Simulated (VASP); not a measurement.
# KF (Fm-3m) in VASP: a series of runs

Runs on KF. Level: PBE. Tasks: electric field gradients.

Program: VASP 6.6.1. These are calculated values, not measurements. Logs are shortened: lines on timing, memory, paths and dates and some standing lists are left out, and cuts for length are marked.

**1. The cell of the first run**

The structure is cubic, space group Fm-3m (No. 225). Conventional cell: a = 5.347 Å, b = 5.347 Å, c = 5.347 Å, α = 90.00°, β = 90.00°, γ = 90.00°. K (site symmetry m-3m) has 6 F at 2.67 Å within 3.5 Å. Within 3.5 Å of F (site symmetry m-3m) lie 6 K at 2.67 Å.

**2. Electric field gradients, PBE**

File INCAR:

```
SYSTEM = KF
  ALGO = Normal
  EDIFF = 1E-8
  ENCUT = 520
  GGA = PE
  ISIF = 2
  ISMEAR = -1
  LASPH = .True.
  LCHARG = .False.
  LEFG = .True.
  LREAL = .False.
  LWAVE = .False.
  NBANDS = 15
  NELM = 60
  PREC = Accurate
  SIGMA = 0.01
```

File KPOINTS:

```
k-points
0
Gamma
  9 9 9
  0 0 0
```

File POSCAR:

```
KF
1.0
    0.0000000000      2.6735000000      2.6735000000
    2.6735000000      0.0000000000      2.6735000000
    2.6735000000      2.6735000000      0.0000000000
K F
1 1
Direct
    0.0000000000      0.0000000000      0.0000000000
    0.5000000000      0.5000000000      0.5000000000
```

Potentials or basis: VASP PAW PBE potentials, release 64 (K_sv, F).

Started as:

```console
> cat potpaw_PBE.64/K_sv/POTCAR potpaw_PBE.64/F/POTCAR > POTCAR
> mpirun -np 1 vasp_std > vasp.out
```

OUTCAR:

```text
SYSTEM = KF
   EDIFF = 1E-8
   ENCUT = 520
   GGA = PE
   ISIF = 2
   ISMEAR = -1
   LASPH = .True.
   LREAL = .False.
   NELM = 60
   PREC = Accurate

 ion  position               nearest neighbor table
   1  0.000  0.000  0.000-   2 2.67   2 2.67   2 2.67   2 2.67   2 2.67   2 2.67
   2  0.500  0.500  0.500-   1 2.67   1 2.67   1 2.67   1 2.67   1 2.67   1 2.67

  LATTYP: Found a face centered cubic cell.
 ALAT       =     5.3470000000

  Lattice vectors:

 A1 = (   0.0000000000,   2.6735000000,   2.6735000000)
 A2 = (   2.6735000000,   0.0000000000,   2.6735000000)
 A3 = (   2.6735000000,   2.6735000000,   0.0000000000)

Analysis of symmetry for initial positions (statically):
=====================================================================
 Subroutine PRICEL returns:
 Original cell was already a primitive cell.

 Routine SETGRP: Setting up the symmetry group for a
 face centered cubic supercell.

 Subroutine GETGRP returns: Found 48 space group operations
 (whereof 48 operations were pure point group operations)
 out of a pool of 48 trial point group operations.

The static configuration has the point symmetry O_h .

Analysis of symmetry for dynamics (positions and initial velocities):
=====================================================================
 Subroutine PRICEL returns:
 Original cell was already a primitive cell.

 Routine SETGRP: Setting up the symmetry group for a
 face centered cubic supercell.

 Subroutine GETGRP returns: Found 48 space group operations
 (whereof 48 operations were pure point group operations)
 out of a pool of 48 trial point group operations.

The dynamic configuration has the point symmetry O_h .

 Subroutine INISYM returns: Found 48 space group operations
 (whereof 48 operations are pure point group operations),
 and found     1 'primitive' translations

----------------------------------------------------------------------------------------

                                     Primitive cell

  volume of cell :      38.2182

  direct lattice vectors                    reciprocal lattice vectors
     0.000000000  2.673500000  2.673500000    -0.187020759  0.187020759  0.187020759
     2.673500000  0.000000000  2.673500000     0.187020759 -0.187020759  0.187020759
     2.673500000  2.673500000  0.000000000     0.187020759  0.187020759 -0.187020759

  length of vectors
     3.780899959  3.780899959  3.780899959     0.323929457  0.323929457  0.323929457

  position of ions in fractional coordinates (direct lattice)
     0.000000000  0.000000000  0.000000000
     0.500000000  0.500000000  0.500000000

  ion indices of the primitive-cell ions
   primitive index   ion index
                 1           1
                 2           2

----------------------------------------------------------------------------------------

 KPOINTS: k-points

Automatic generation of k-mesh.
 Grid dimensions read from file:
 generate k-points for:    9    9    9

 Generating k-lattice:

  Cartesian coordinates                     Fractional coordinates (reciprocal lattice)
    -0.020780084  0.020780084  0.020780084     0.111111111  0.000000000  0.000000000
     0.020780084 -0.020780084  0.020780084     0.000000000  0.111111111  0.000000000
     0.020780084  0.020780084 -0.020780084     0.000000000  0.000000000  0.111111111

  Length of vectors
     0.035992162  0.035992162  0.035992162

  Shift w.r.t. Gamma in fractional coordinates (k-lattice)
     0.000000000  0.000000000  0.000000000

 Subroutine IBZKPT returns following result:
 ===========================================

 Found     35 irreducible k-points:

 Following reciprocal coordinates:
            Coordinates               Weight
  0.000000  0.000000  0.000000      1.000000
  0.111111  0.000000  0.000000      8.000000
  0.222222  0.000000  0.000000      8.000000
  0.333333  0.000000  0.000000      8.000000
  0.444444  0.000000  0.000000      8.000000
  0.111111  0.111111  0.000000      6.000000
[... 16 lines left out ...]
 -0.333333  0.333333  0.000000     12.000000
  0.444444  0.444444  0.000000      6.000000
 [... further k-points ...]
   k-points           NKPTS =     35   k-points in BZ     NKDIM =     35   number of bands    NBANDS=     15
   number of dos      NEDOS =    301   number of ions     NIONS =      2
   total plane-waves  NPLWV =  21952
   dimension x,y,z NGX =    28 NGY =   28 NGZ =   28
   dimension x,y,z NGXF=    56 NGYF=   56 NGZF=   56
   ions per type =               1   1
   NGX,Y,Z   is equivalent  to a cutoff of  12.31, 12.31, 12.31 a.u.
   NGXF,Y,Z  is equivalent  to a cutoff of  24.62, 24.62, 24.62 a.u.
 SYSTEM =  KF
   PREC   = accura    normal or accurate (medium, high low for compatibility)
   ISTART =      0    job   : 0-new  1-cont  2-samecut
   ICHARG =      2    charge: 1-file 2-atom 10-const
   ISPIN  =      1    spin polarized calculation?
   LNONCOLLINEAR =      F non collinear calculations
   LSORBIT =      F    spin-orbit coupling
   LASPH  =      T    aspherical Exc in radial PAW
   ENCUT  =  520.0 eV  38.22 Ry    6.18 a.u.   7.03  7.03  7.03*2*pi/ulx,y,z
   NELM   =     60;   NELMIN=  2; NELMDL= -5     # of ELM steps
   EDIFF  = 0.1E-07   stopping-criterion for ELM
   LREAL  =      F    real-space projection
   EDIFFG = 0.1E-06   stopping-criterion for IOM
   NSW    =      0    number of steps for IOM
   IBRION =     -1    ionic relax: 0-MD 1-quasi-New 2-CG
   NFREE  =      0    steps in history (QN), initial steepest desc. (CG)
   ISIF   =      2    stress and relaxation
   ISYM   =      2    0-nonsym 1-usesym 2-fastsym
   POTIM  = 0.5000    time-step for ionic-motion
   TEBEG  =    0.0;   TEEND  =   0.0 temperature during run
   PSTRESS=    0.0 pullay stress
   NELECT =      16.0000    total number of electrons
   NUPDOWN=      -1.0000    fix difference up-down
   EMIN   =  10.00;   EMAX   =-10.00  energy-range for DOS
   EFERMI =   0.00;   METHOD = LEGACY
   ISMEAR =    -1;   SIGMA  =   0.01  broadening in eV -4-tet -1-fermi 0-gaus
   EFERMI_NEDOS =   21; number of points for ismear=-14 and -15
   IALGO  =     38    algorithm
   IMIX   =      4    mixing-type and parameters
     AMIX     =   0.40;   BMIX     =  1.00
     AMIX_MAG =   1.60;   BMIX_MAG =  1.00
  volume/ion in A,a.u.               =      19.11       128.95
  Fermi-wavevector in a.u.,A,eV,Ry     =   1.224686  2.314320 20.406766  1.499855
  Thomas-Fermi vector in A             =   2.359751
   LORBIT       =      0    0 simple, 1 ext, 2 COOP (PROOUT), +10 PAW based schemes
   GGA     = PE    functional components
   LHFCALC =     F    Hartree Fock is set to
   AEXX    =    0.0000 exact exchange contribution
   IVDW    =     0    specifies the selected vdW correction
   LEPSILON=     F    determine dielectric tensor
   LRPA    =     F    only Hartree local field effects (RPA)
 non-spin polarized calculation
  energy-cutoff  :      520.00
  volume of cell :       38.22
 maximum number of plane-waves:      1039
   NGX = 13   NGY = 13   NGZ = 13

 number of electron      16.0000001 magnetization

 Free energy of the ion-electron system (eV)
  ---------------------------------------------------
  ext. energy  EPLUGINS =         0.00000000
  ---------------------------------------------------
  free energy    TOTEN  =        -8.29081340 eV

  energy without entropy =       -8.29081340  energy(sigma->0) =       -8.29081340

 E-fermi :  -2.5785     XC(G=0):  -8.3953

 val. band max:       -2.8095806841   @ k =   0.0000   0.0000   0.0000
 cond. band min:       3.3465842977   @ k =   0.0000   0.0000   0.0000
 fundamental gap:      6.1561649819
 Fermi energy:        -2.5784505290

 k-point     1 :       0.0000    0.0000    0.0000
  band No.  band energies     occupation
      1     -28.9520      2.00000
      2     -21.4642      2.00000
      3     -12.2039      2.00000
      4     -12.2039      2.00000
      5     -12.2039      2.00000
      6      -2.8096      2.00000
      7      -2.8096      2.00000
      8      -2.8096      2.00000
      9       3.3466      0.00000
     10       7.8647      0.00000
     11       7.8647      0.00000
     12       7.8647      0.00000
     13       9.5339      0.00000
     14       9.5339      0.00000
     15      14.1183      0.00000
[... 397 lines left out ...]
 k-point    24 :       0.4444    0.4444    0.0000
  band No.  band energies     occupation
      1     -28.8407      2.00000
      2     -21.4833      2.00000
      3     -12.7274      2.00000
      4     -12.4069      2.00000
      5     -12.4069      2.00000
      6      -3.0577      2.00000
      7      -2.8675      2.00000
      8      -2.8675      2.00000
      9       5.4398      0.00000
     10       7.2736      0.00000
     11       9.0752      0.00000
     12      10.7463      0.00000
     13      11.2258      0.00000
     14      11.2258      0.00000
     15      13.3063      0.00000

 [... further k-points ...]
[... 5 lines left out ...]
  --------------------------------------------------------------------------------------
  -------------------------------------------------------------------------------------
  Total        0.3232531      0.3232531      0.3232531      0.0000000      0.0000000      0.0000000
  in kB       13.5513556     13.5513556     13.5513556      0.0000000      0.0000000      0.0000000
  external PRESSURE =      13.5513556 kB  Pullay stress =       0.0000000 kB

 VOLUME and BASIS-vectors are now :
 -----------------------------------------------------------------------------
  energy-cutoff  :      520.00
  volume of cell :       38.22
      direct lattice vectors                 reciprocal lattice vectors
     0.000000000  2.673500000  2.673500000    -0.187020759  0.187020759  0.187020759
     2.673500000  0.000000000  2.673500000     0.187020759 -0.187020759  0.187020759
     2.673500000  2.673500000  0.000000000     0.187020759  0.187020759 -0.187020759

 POSITION                                       TOTAL-FORCE (eV/Angst)
 -----------------------------------------------------------------------------------
      0.00000      0.00000      0.00000        -0.000000      0.000000      0.000000
      2.67350      2.67350      2.67350         0.000000     -0.000000     -0.000000
 -----------------------------------------------------------------------------------
    total drift:                                0.000000      0.000000      0.000000

  FREE ENERGIE OF THE ION-ELECTRON SYSTEM (eV)
  ---------------------------------------------------
  free  energy   TOTEN  =        -8.2908133992 eV

  energy  without entropy=       -8.2908133992  energy(sigma->0) =       -8.29081340

 Electric field gradients (V/A^2)
---------------------------------------------------------------------
 ion       V_xx      V_yy      V_zz      V_xy      V_xz      V_yz
---------------------------------------------------------------------
   1      -0.000    -0.000    -0.000     0.000     0.000     0.000
   2      -0.000     0.000    -0.000     0.008     0.008     0.008
---------------------------------------------------------------------

 Electric field gradients after diagonalization (V/A^2)
 (convention: |V_zz| > |V_xx| > |V_yy|)
----------------------------------------------------------------------
 ion       V_xx      V_yy      V_zz     asymmetry (V_yy - V_xx)/ V_zz
----------------------------------------------------------------------
   1      -0.000    -0.000     0.000       0.000
   2      -0.008    -0.008     0.015       0.000
----------------------------------------------------------------------

           NMR quadrupolar parameters

 Cq : quadrupolar parameter    Cq=e*Q*V_zz/h
 eta: asymmetry parameters     (V_yy - V_xx)/ V_zz
 Q  : nuclear electric quadrupole moment in mb (millibarn)
----------------------------------------------------------------------
 ion       Cq(MHz)       eta       Q (mb)
----------------------------------------------------------------------
   1       0.000       0.000       1.000
   2       0.000       0.000       1.000
----------------------------------------------------------------------
```

It took 47 s on 1 thread of AMD EPYC 7R13, shared host; peak memory 0.13 GiB.

Results:

```
Free energy            : -8.2908 eV
Pressure               : 1.4 GPa
Band gap on the k mesh : 6.16 eV, direct
```

Levels at points of the mesh, in eV from the valence-band top:
```tsv
k point	band 4	band 5	band 6	band 7	band 8	band 9	band 10	band 11	band 12	band 13
(0.00, 0.00, 0.00)	-9.39	-9.39	0.00	0.00	0.00	6.16	10.67	10.67	10.67	12.34
```

Caveat: without QUAD_EFG the Cq values of the log hold for a quadrupole moment of 1 mb, not for the nuclei.

(Part 1 of 2 ends here.)
